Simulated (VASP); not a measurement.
# WS2 in VASP: a series of runs

The runs below take WS2 through single point, with LDA.

Everything below comes from runs of VASP 6.6.1. Logs are shortened: lines on timing, memory, paths and dates and some standing lists are left out, and cuts for length are marked.

### 1 The cell of the first run

The cell holds a slab with vacuum, 6 atoms: a = 3.183 Å, b = 3.183 Å, c = 23.669 Å, α = 90.00°, β = 90.00°, γ = 120.00°.

### 2 Single point, LDA

INCAR reads:

```
ALGO = Normal ; EDIFF = 1E-6
ENCUT = 520 ; ISIF = 2
ISMEAR = -1 ; LASPH = True
LCHARG = True ; LELF = True
LREAL = False ; LVHAR = True
LWAVE = False ; NBANDS = 35
NELM = 60 ; PREC = Accurate
SIGMA = 0.1
```

KPOINTS reads:

```
k-points
0
Gamma
  3 3 1
```

POSCAR reads:

```
WS2
1.0
    3.1832085600      0.0000000000      0.0000000000
   -1.5916042800      2.7567394800      0.0000000000
    0.0000000000      0.0000000000     23.6687632500
W S
2 4
Direct
    0.3333333333      0.6666666667      0.6373175400
    0.6666666667      0.3333333333      0.3626824600
    0.3333333333      0.6666666667      0.2968161100
    0.6666666667      0.3333333333      0.5714418300
    0.3333333333      0.6666666667      0.4285581700
    0.6666666667      0.3333333333      0.7031838900
```

Potentials or basis: VASP PAW LDA potentials, release 64 (W_sv, S).

Started as:

```sh
$ cat potpaw_LDA.64/W_sv/POTCAR potpaw_LDA.64/S/POTCAR > POTCAR
$ mpirun -np 1 vasp_std > vasp.out
```

OUTCAR:

```text
EDIFF = 1E-6
   ENCUT = 520
   ISIF = 2
   ISMEAR = -1
   LASPH = True
   LREAL = False
   NELM = 60
   PREC = Accurate

 ion  position               nearest neighbor table
   1  0.333  0.667  0.637-   6 2.41   6 2.41   6 2.41   4 2.41   4 2.41   4 2.41
   2  0.667  0.333  0.363-   3 2.41   3 2.41   3 2.41   5 2.41   5 2.41   5 2.41
   3  0.333  0.667  0.297-   2 2.41   2 2.41   2 2.41
   4  0.667  0.333  0.571-   1 2.41   1 2.41   1 2.41
   5  0.333  0.667  0.429-   2 2.41   2 2.41   2 2.41
   6  0.667  0.333  0.703-   1 2.41   1 2.41   1 2.41

  LATTYP: Found a hexagonal cell.
 ALAT       =     3.1832085600
 C/A-ratio  =     7.4355050270

  Lattice vectors:

 A1 = (   3.1832085600,   0.0000000000,   0.0000000000)
 A2 = (  -1.5916042800,   2.7567394800,   0.0000000000)
 A3 = (   0.0000000000,   0.0000000000,  23.6687632500)

Analysis of symmetry for initial positions (statically):
=====================================================================
 Subroutine PRICEL returns:
 Original cell was already a primitive cell.

 Routine SETGRP: Setting up the symmetry group for a
 hexagonal supercell.

 Subroutine GETGRP returns: Found 12 space group operations
 (whereof 12 operations were pure point group operations)
 out of a pool of 24 trial point group operations.

The static configuration has the point symmetry D_3d.

Analysis of symmetry for dynamics (positions and initial velocities):
=====================================================================
 Subroutine PRICEL returns:
 Original cell was already a primitive cell.

 Routine SETGRP: Setting up the symmetry group for a
 hexagonal supercell.

 Subroutine GETGRP returns: Found 12 space group operations
 (whereof 12 operations were pure point group operations)
 out of a pool of 24 trial point group operations.

The dynamic configuration has the point symmetry D_3d.

 Subroutine INISYM returns: Found 12 space group operations
 (whereof 12 operations are pure point group operations),
 and found     1 'primitive' translations

----------------------------------------------------------------------------------------

                                     Primitive cell

[... 66 lines left out ...]
 SYSTEM =  unknown system
   PREC   = accura    normal or accurate (medium, high low for compatibility)
   ISTART =      0    job   : 0-new  1-cont  2-samecut
   ICHARG =      2    charge: 1-file 2-atom 10-const
   ISPIN  =      1    spin polarized calculation?
   LNONCOLLINEAR =      F non collinear calculations
   LSORBIT =      F    spin-orbit coupling
   LASPH  =      T    aspherical Exc in radial PAW
   ENCUT  =  520.0 eV  38.22 Ry    6.18 a.u.   5.92  5.92 44.01*2*pi/ulx,y,z
   NELM   =     60;   NELMIN=  2; NELMDL= -5     # of ELM steps
   EDIFF  = 0.1E-05   stopping-criterion for ELM
   LREAL  =      F    real-space projection
[... 7 lines left out ...]
   TEBEG  =    0.0;   TEEND  =   0.0 temperature during run
   PSTRESS=    0.0 pullay stress
   NELECT =      52.0000    total number of electrons
   NUPDOWN=      -1.0000    fix difference up-down
   EMIN   =  10.00;   EMAX   =-10.00  energy-range for DOS
   EFERMI =   0.00;   METHOD = LEGACY
   ISMEAR =    -1;   SIGMA  =   0.10  broadening in eV -4-tet -1-fermi 0-gaus
   EFERMI_NEDOS =   21; number of points for ismear=-14 and -15
   IALGO  =     38    algorithm
   IMIX   =      4    mixing-type and parameters
     AMIX     =   0.40;   BMIX     =  1.00
     AMIX_MAG =   1.60;   BMIX_MAG =  1.00
  volume/ion in A,a.u.               =      34.62       233.60
  Fermi-wavevector in a.u.,A,eV,Ry     =   1.031804  1.949827 14.485024  1.064619
  Thomas-Fermi vector in A             =   2.165970
   LORBIT       =      0    0 simple, 1 ext, 2 COOP (PROOUT), +10 PAW based schemes
   GGA     = CA    functional components
   LHFCALC =     F    Hartree Fock is set to
   AEXX    =    0.0000 exact exchange contribution
   IVDW    =     0    specifies the selected vdW correction
   LEPSILON=     F    determine dielectric tensor
   LRPA    =     F    only Hartree local field effects (RPA)
 non-spin polarized calculation
  energy-cutoff  :      520.00
  volume of cell :      207.70
 maximum number of plane-waves:      5628
 NGX is ok and might be reduce to    24
   NGX = 11   NGY = 11   NGZ = 89

 number of electron      52.0000000 magnetization

 Free energy of the ion-electron system (eV)
  ---------------------------------------------------
  ext. energy  EPLUGINS =         0.00000000
  ---------------------------------------------------
  free energy    TOTEN  =       -52.28227908 eV

  energy without entropy =      -52.28177403  energy(sigma->0) =      -52.28202655

 E-fermi :   1.5126     XC(G=0):  -6.2969

 val. band max:        0.8207803341   @ k =   0.0000   0.0000   0.0000
 cond. band min:       2.3166702910   @ k =   0.3333   0.3333   0.0000
 fundamental gap:      1.4958899569
 Fermi energy:         1.5125826375

 k-point     1 :       0.0000    0.0000    0.0000
  band No.  band energies     occupation
      1     -72.9370      2.00000
      2     -72.9370      2.00000
      3     -37.5158      2.00000
      4     -37.5158      2.00000
      5     -37.2623      2.00000
      6     -37.2623      2.00000
[... 103 lines left out ...]
     34       6.0216      0.00000
     35       7.2250      0.00000

------------------------ aborting loop because EDIFF is reached ----------------------------------------

  FORCE on cell =-STRESS in cart. coord.  units (eV):
  Direction    XX          YY          ZZ          XY          YZ          ZX
  --------------------------------------------------------------------------------------
  -------------------------------------------------------------------------------------
  Total       -3.8262791     -3.8262791     -3.5218579     -0.0000000      0.0000000      0.0000000
  in kB      -29.5155475    -29.5155475    -27.1672713     -0.0000000      0.0000000      0.0000000
  external PRESSURE =     -28.7327888 kB  Pullay stress =       0.0000000 kB

 VOLUME and BASIS-vectors are now :
 -----------------------------------------------------------------------------
  energy-cutoff  :      520.00
  volume of cell :      207.70
      direct lattice vectors                 reciprocal lattice vectors
     3.183208560  0.000000000  0.000000000     0.314148439  0.181373686  0.000000000
    -1.591604280  2.756739480  0.000000000     0.000000000  0.362747371  0.000000000
     0.000000000  0.000000000 23.668763250     0.000000000  0.000000000  0.042249778

 POSITION                                       TOTAL-FORCE (eV/Angst)
 -----------------------------------------------------------------------------------
     -0.00000      1.83783     15.08452         0.000000      0.000000      0.028074
      1.59160      0.91891      8.58425        -0.000000      0.000000     -0.028074
     -0.00000      1.83783      7.02527        -0.000000      0.000000      0.543178
      1.59160      0.91891     13.52532        -0.000000     -0.000000      0.465937
     -0.00000      1.83783     10.14344         0.000000      0.000000     -0.465937
      1.59160      0.91891     16.64349         0.000000      0.000000     -0.543178
 -----------------------------------------------------------------------------------
    total drift:                                0.000000     -0.000000      0.000000

  FREE ENERGIE OF THE ION-ELECTRON SYSTEM (eV)
  ---------------------------------------------------
  free  energy   TOTEN  =       -52.2822790754 eV

  energy  without entropy=      -52.2817740344  energy(sigma->0) =      -52.28202655
```

OSZICAR:

```text
N       E                     dE             d eps       ncg     rms          rms(c)
DAV:   1     0.451651190786E+03    0.45165E+03   -0.27514E+04   250   0.131E+03
DAV:   2    -0.233245286343E+02   -0.47498E+03   -0.46103E+03   275   0.335E+02
DAV:   3    -0.539672602009E+02   -0.30643E+02   -0.30297E+02   260   0.833E+01
[... 15 lines left out ...]
DAV:  19    -0.522822654443E+02   -0.22960E-04   -0.12977E-06   174   0.402E-03    0.275E-03
DAV:  20    -0.522822753850E+02   -0.99407E-05   -0.53785E-07   172   0.148E-03    0.127E-03
DAV:  21    -0.522822776180E+02   -0.22330E-05   -0.85481E-08   140   0.703E-04    0.764E-04
DAV:  22    -0.522822788717E+02   -0.12537E-05   -0.11508E-07   153   0.685E-04    0.187E-04
DAV:  23    -0.522822790754E+02   -0.20373E-06   -0.15017E-08   132   0.291E-04
   1 F= -.52282279E+02 E0= -.52282027E+02  d E =-.505041E-03
```

stdout:

```text
POSCAR found type information on POSCAR W S
 POSCAR found :  2 types and       6 ions
 scaLAPACK will be used
 LDA part: xc-table for (Slater(with rela. corr.)+CA(PZ))
 , standard interpolation
 POSCAR, INCAR and KPOINTS ok, starting setup
 FFT: planning ... GRIDC
 FFT: planning ... GRID_SOFT
 FFT: planning ... GRID
 WAVECAR not read
 entering main loop
```

Run time: 22 s. Hardware: 1 thread of AMD EPYC 9R45 (Zen 5), shared host; peak memory 0.21 GiB.

Results:

| Property | Result |
| --- | --- |
| Free energy | -52.2823 eV |
| Largest force | 0.543 eV/Å |
| Band gap on the k mesh | 1.50 eV, indirect (least direct gap 1.73 eV) |

Forces on the atoms (eV/Å):
```
W    0.000  0.000  0.028
W    0.000  0.000 -0.028
S    0.000  0.000  0.543
S    0.000  0.000  0.466
S    0.000  0.000 -0.466
S    0.000  0.000 -0.543
```

Levels at points of the mesh, in eV from the valence-band top:
```
           k point  band 23  band 24  band 25  band 26  band 27  band 28  band 29  band 30
(0.00, 0.00, 0.00)    -1.94    -1.94    -0.51     0.00     2.58     2.58     2.58     2.58
```

Caveat: the k points lie up to 0.76 Å⁻¹ apart; spin-orbit coupling is left out, which moves the levels of the heavy elements.

### 3 Single point, LDA

INCAR reads:

```
PREC     = Accurate       # precision mode
ENCUT    = 520            # plane-wave cutoff, eV
EDIFF    = 1E-6           # SCF threshold, eV
ISMEAR   = -1             # smearing method
SIGMA    = 0.1            # smearing width, eV
LREAL    = F              # projectors in reciprocal space
LASPH    = T              # aspherical terms in the spheres
NELM     = 80             # most SCF steps
ALGO     = Normal         # electronic algorithm
ISIF     = 2              # what is computed and relaxed
LWAVE    = F              # write WAVECAR
LCHARG   = F              # write CHGCAR
GGA      = CA             # functional
NBANDS   = 35             # bands
```

KPOINTS reads:

```
Automatic mesh
0
Gamma
  4 4 1
```

POSCAR is that of step 2.

Potentials or basis: VASP PAW LDA potentials, release 64 (W_sv, S).

Started as:

```sh
$ cat potpaw_LDA.64/W_sv/POTCAR potpaw_LDA.64/S/POTCAR > POTCAR
$ mpirun -np 1 vasp_std > vasp.out
```

Wall time 26 s (1 thread of AMD EPYC 9R45 (Zen 5), shared host); peak memory 0.22 GiB.

The run converged. Its results:

| Item | Value |
| --- | --- |
| Free energy | -52.4337 eV |
| Largest force | 0.403 eV/Å |
| Band gap on the k mesh | 1.83 eV, indirect (least direct gap 2.56 eV) |

Forces on the atoms (eV/Å):
```
W    0.000  0.000  0.012
W    0.000  0.000 -0.012
S    0.000  0.000  0.403
S    0.000  0.000  0.309
S    0.000  0.000 -0.309
S    0.000  0.000 -0.403
```

Levels at points of the mesh, in eV from the valence-band top:
```tsv
k point	band 24	band 25	band 26	band 27	band 28	band 29
(0.00, 0.00, 0.00)	-1.96	-0.51	0.00	2.56	2.56	2.57
(0.50, 0.00, 0.00)	-1.54	-1.24	-1.19	2.49	2.50	2.91
```

Caveat: the k points lie up to 0.57 Å⁻¹ apart; spin-orbit coupling is left out, which moves the levels of the heavy elements.
